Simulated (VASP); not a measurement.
# SiC (P6_3mc) in VASP: further runs, part 2 of 2

VASP 6.6.1. The steps go on from the part before.

## Step 4: Relaxation of cell and atoms, LDA, target pressure 10 GPa, at which the enthalpy is minimised

File INCAR:

```
SYSTEM = SiC
PREC = Accurate ; ENCUT = 600
EDIFF = 1E-6 ; ISMEAR = 0
SIGMA = 0.01 ; LREAL = .FALSE.
LASPH = .TRUE. ; NELM = 60
ALGO = Normal ; ISIF = 3
LWAVE = .FALSE. ; LCHARG = .FALSE.
GGA = CA ; IBRION = 2
NSW = 100 ; EDIFFG = -0.002
PSTRESS = 100.0
```

File KPOINTS:

```
Automatic mesh
0
G
  8 8 4
  0 0 0
```

File POSCAR:

```
SiC
1.0
    3.0563618582      0.0000000000      0.0000000000
   -1.5281809291      2.6468870124      0.0000000000
    0.0000000000      0.0000000000      5.0159135136
Si C
2 2
Direct
    0.3333333333      0.6666666667      0.0045956275
    0.6666666667      0.3333333333      0.5045956275
    0.3333333333      0.6666666667      0.3804043725
    0.6666666667      0.3333333333      0.8804043725
```

On the command line:

```
$ cat potpaw_LDA.64/Si/POTCAR potpaw_LDA.64/C/POTCAR > POTCAR
$ mpirun -np 1 vasp_std > vasp.out
```

Run time: 60 s. Hardware: 1 thread of Intel Xeon 8259CL, shared host; peak memory 0.15 GiB.

It converged, with:

```yaml
Free_energy: -33.2311 eV
Relaxed_volume: 9.75 Å³/atom
Relaxed_cell: a = 3.017 Å, b = 3.017 Å, c = 4.950 Å, α = 90.00°, β = 90.00°, γ = 120.00°
Space_group_after_relaxing_to_0.1_Å: P6_3mc (No. 186)
Energy_change_on_relaxing_the_run_minimises_the_enthalpy: +12.1 meV/atom
Ionic_steps: 7
Pressure_after_relaxing: 10.0 GPa
Band_gap_on_the_k_mesh: 2.32 eV (least direct gap 3.99 eV)
```

Step by step:
```tsv
step	energy change (eV)	largest force (eV/Å)	pressure (GPa)	volume (Å³)
1	0.0000	0.0019	0.26	40.58
2	0.2591	0.0171	25.10	37.06
3	0.0473	0.0061	9.87	39.04
4	0.0492	0.0063	10.08	39.01
5	0.0478	0.0133	9.92	39.03
6	0.0485	0.0025	10.00	39.02
7	0.0484	0.0003	9.99	39.02
```

Final structure:
```xyz
4
Lattice="3.0171 0.0000 0.0000 -1.5085 2.6129 0.0000 0.0000 0.0000 4.9496" Properties=species:S:1:pos:R:3 pbc="T T T"
Si    0.0000    1.7419    0.0227
Si    1.5085    0.8710    2.4975
C     0.0000    1.7419    1.8828
C     1.5085    0.8710    4.3576
```

Levels at points of the mesh, in eV from the valence-band top:
```csv
k point,band 4,band 5,band 6,band 7,band 8,band 9,band 10,band 11,band 12
"(0.00, 0.00, 0.00)",-1.34,-1.34,-0.11,0.00,0.00,5.26,6.83,6.90,6.90
"(0.50, 0.00, 0.00)",-6.41,-5.65,-3.48,-3.45,-1.21,2.77,4.20,7.26,7.26
"(0.00, 0.00, 0.50)",-4.53,-0.72,-0.72,-0.72,-0.72,6.33,6.33,7.56,7.56
"(0.50, 0.00, 0.50)",-8.55,-2.53,-2.53,-2.39,-2.39,3.34,3.34,5.41,5.41
```

Caveat: the cell is relaxed towards a set pressure, so the run minimises the enthalpy, not the energy. LDA usually gives volumes a few per cent too small.

## Step 5: Relaxation of cell and atoms, LDA, target pressure 15 GPa, at which the enthalpy is minimised

File INCAR:

```
  PREC = Accurate
  ENCUT = 600
  EDIFF = 1E-6
  ISMEAR = 0
  SIGMA = 0.01
  LREAL = False
  LASPH = True
  NELM = 100
  ALGO = Normal
  ISIF = 3
  LWAVE = False
  LCHARG = False
  IBRION = 2
  NSW = 100
  EDIFFG = -0.002
  PSTRESS = 150.0
```

File KPOINTS:

```
Automatic mesh
0
Gamma
  8 8 4
```

POSCAR is that of step 4.

Potentials or basis: VASP PAW LDA potentials, release 64 (Si, C).

On the command line:

```
$ cat potpaw_LDA.64/Si/POTCAR potpaw_LDA.64/C/POTCAR > POTCAR
$ mpirun -np 1 vasp_std > vasp.out
```

OUTCAR:

```text
PREC = Accurate
   ENCUT = 600
   EDIFF = 1E-6
   ISMEAR = 0
   LREAL = False
   LASPH = True
   NELM = 100
   ISIF = 3
   IBRION = 2
   NSW = 100
   EDIFFG = -0.002
   PSTRESS = 150.0

 ion  position               nearest neighbor table
   1  0.333  0.667  0.005-   4 1.87   4 1.87   4 1.87   3 1.89   2 3.07   2 3.07   2 3.07   2 3.07
                             2 3.07   2 3.07
   2  0.667  0.333  0.505-   3 1.87   3 1.87   3 1.87   4 1.89   1 3.07   1 3.07   1 3.07   1 3.07
                             1 3.07   1 3.07
   3  0.333  0.667  0.380-   2 1.87   2 1.87   2 1.87   1 1.89
   4  0.667  0.333  0.880-   1 1.87   1 1.87   1 1.87   2 1.89

  LATTYP: Found a hexagonal cell.
 ALAT       =     3.0563618582
 C/A-ratio  =     1.6411386303

  Lattice vectors:

 A1 = (   3.0563618582,   0.0000000000,   0.0000000000)
 A2 = (  -1.5281809291,   2.6468870124,   0.0000000000)
 A3 = (   0.0000000000,   0.0000000000,   5.0159135136)

Analysis of symmetry for initial positions (statically):
=====================================================================
 Subroutine PRICEL returns:
 Original cell was already a primitive cell.

 Routine SETGRP: Setting up the symmetry group for a
 hexagonal supercell.

 Subroutine GETGRP returns: Found 12 space group operations
 (whereof  6 operations were pure point group operations)
 out of a pool of 24 trial point group operations.

The static configuration has the point symmetry C_3v.
 The point group associated with its full space group is C_6v.

[... 211 lines left out ...]
 cond. band min:      12.2874812754   @ k =   0.3750   0.2500   0.0000
 fundamental gap:      2.1653783209
 Fermi energy:        10.1631903296

 k-point     1 :       0.0000    0.0000    0.0000
  band No.  band energies     occupation
      1      -6.6595      2.00000
      2      -2.4140      2.00000
      3       0.4531      2.00000
      4       8.7433      2.00000
      5       8.7433      2.00000
      6      10.0050      2.00000
      7      10.1221      2.00000
      8      10.1221      2.00000
      9      16.2778      0.00000
     10      17.6676      0.00000
     11      17.6676      0.00000
     12      17.9209      0.00000
[... 420 lines left out ...]
  energy  without entropy=      -33.1808447160  energy(sigma->0) =      -33.18084472

  enthalpy is  TOTEN    =       -29.5891336510 eV   P V=        3.5917110651

[... ionic steps 4 to 8 ...]

--------------------------------------- Ionic step        9  -------------------------------------------

 number of electron      15.9999998 magnetization

------------------------ aborting loop because EDIFF is reached ----------------------------------------
[... 75 lines left out ...]
--------------------------------------- Ionic step       11  -------------------------------------------

 number of electron      15.9999998 magnetization

 Free energy of the ion-electron system (eV)
  ---------------------------------------------------
  ext. energy  EPLUGINS =         0.00000000
  ---------------------------------------------------
  free energy    TOTEN  =       -33.17648876 eV

  energy without entropy =      -33.17648876  energy(sigma->0) =      -33.17648876

 E-fermi :   9.2207     XC(G=0): -11.8794

 val. band max:        9.1146794460   @ k =   0.0000   0.0000   0.0000
 cond. band min:      11.4095945139   @ k =   0.3750   0.2500   0.0000
 fundamental gap:      2.2949150679
 Fermi energy:         9.2206994028

 k-point     1 :       0.0000    0.0000    0.0000
  band No.  band energies     occupation
      1      -6.9849      2.00000
      2      -3.0671      2.00000
      3      -0.0517      2.00000
      4       7.7619      2.00000
      5       7.7619      2.00000
      6       9.0009      2.00000
      7       9.1147      2.00000
      8       9.1147      2.00000
      9      14.5283      0.00000
     10      16.1290      0.00000
     11      16.1290      0.00000
     12      16.1300      0.00000
[... 380 lines left out ...]
  energy  without entropy=      -33.1764887568  energy(sigma->0) =      -33.17648876

  enthalpy is  TOTEN    =       -29.5892008327 eV   P V=        3.5872879241

 reached required accuracy - stopping structural energy minimisation
```

OSZICAR:

```text
N       E                     dE             d eps       ncg     rms          rms(c)
DAV:   1     0.369781974725E+02    0.36978E+02   -0.81391E+03   720   0.134E+03
DAV:   2    -0.342191274047E+02   -0.71197E+02   -0.66220E+02  1056   0.201E+02
DAV:   3    -0.374458539316E+02   -0.32267E+01   -0.32121E+01   948   0.430E+01
DAV:   4    -0.374837829158E+02   -0.37929E-01   -0.37902E-01   880   0.554E+00
[... 64 lines left out ...]
DAV:   1    -0.331766452262E+02    0.14789E-04   -0.25233E-07   360   0.461E-03    0.172E-04
DAV:   2    -0.331766452266E+02   -0.31878E-09   -0.11221E-08   360   0.101E-03
  10 F= -.29589200E+02 E0= -.29589200E+02  d E =-.114323E-05
       N       E                     dE             d eps       ncg     rms          rms(c)
DAV:   1    -0.331764889788E+02    0.15625E-03   -0.16763E-05   832   0.372E-02    0.310E-03
DAV:   2    -0.331764887568E+02    0.22199E-06   -0.46750E-07   444   0.622E-03
  11 F= -.29589201E+02 E0= -.29589201E+02  d E =-.337487E-06
```

Run time: 75 s. Hardware: 1 thread of Intel Xeon 8259CL, shared host; peak memory 0.15 GiB.

Results:

```yaml
Free_energy: -33.1765 eV
Relaxed_volume: 9.58 Å³/atom
Relaxed_cell: a = 2.999 Å, b = 2.999 Å, c = 4.919 Å, α = 90.00°, β = 90.00°, γ = 120.00°
Space_group_after_relaxing_to_0.1_Å: P6_3mc (No. 186)
Energy_change_on_relaxing_the_run_minimises_the_enthalpy: +25.7 meV/atom
Ionic_steps: 11
Pressure_after_relaxing: 15.0 GPa
Band_gap_on_the_k_mesh: 2.29 eV (least direct gap 4.02 eV)
```

Step by step:
```tsv
step	energy change (eV)	largest force (eV/Å)	pressure (GPa)	volume (Å³)
1	0.0000	0.0019	0.26	40.58
2	0.6152	0.0254	41.72	35.34
3	0.0986	0.0091	14.66	38.36
4	0.1026	0.0093	14.97	38.32
5	0.1068	0.0095	15.30	38.28
6	0.0985	0.0220	14.64	38.37
7	0.1031	0.0045	15.01	38.32
8	0.1027	0.0016	14.99	38.32
9	0.1028	0.0004	14.99	38.32
10	0.1028	0.0000	14.99	38.32
11	0.1030	0.0004	15.00	38.32
```

Final structure:
```xyz
4
Lattice="2.9991 0.0000 0.0000 -1.4995 2.5973 0.0000 0.0000 0.0000 4.9190" Properties=species:S:1:pos:R:3 pbc="T T T"
Si    0.0000    1.7315    0.0226
Si    1.4995    0.8658    2.4821
C     0.0000    1.7315    1.8712
C     1.4995    0.8658    4.3307
```

Levels at points of the mesh, in eV from the valence-band top:
| k point | band 4 | band 5 | band 6 | band 7 | band 8 | band 9 | band 10 | band 11 | band 12 |
| --- | --- | --- | --- | --- | --- | --- | --- | --- | --- |
| (0.00, 0.00, 0.00) | -1.35 | -1.35 | -0.11 | 0.00 | 0.00 | 5.41 | 7.01 | 7.01 | 7.02 |
| (0.50, 0.00, 0.00) | -6.46 | -5.71 | -3.54 | -3.48 | -1.22 | 2.81 | 4.22 | 7.34 | 7.40 |
| (0.00, 0.00, 0.50) | -4.56 | -0.73 | -0.73 | -0.73 | -0.73 | 6.49 | 6.49 | 7.66 | 7.66 |
| (0.50, 0.00, 0.50) | -8.64 | -2.55 | -2.55 | -2.40 | -2.40 | 3.37 | 3.37 | 5.50 | 5.50 |

Caveat: the cell is relaxed towards a set pressure, so the run minimises the enthalpy, not the energy. A k mesh can miss the band edges.

## Step 6: Overview

| cell | gap on the mesh (eV) | pressure (GPa) |
| --- | --- | --- |
| relaxed to 4 GPa | 2.36 | 4.0 |
| relaxed to 7 GPa | 2.34 | 7.0 |
| relaxed to 10 GPa | 2.32 | 10.0 |
| relaxed to 15 GPa | 2.29 | 15.0 |

Alike in all rows: task relaxation of cell and atoms; level LDA; potentials or basis VASP PAW LDA potentials, release 64 (Si, C); no spin polarisation; k mesh 8 × 8 × 4; cutoff (eV) 600; smearing gaussian 0.01 eV.

Caveats: the cell is relaxed towards a set pressure, so the run minimises the enthalpy, not the energy.

Absolute energies hang on the potentials; compare differences alone.
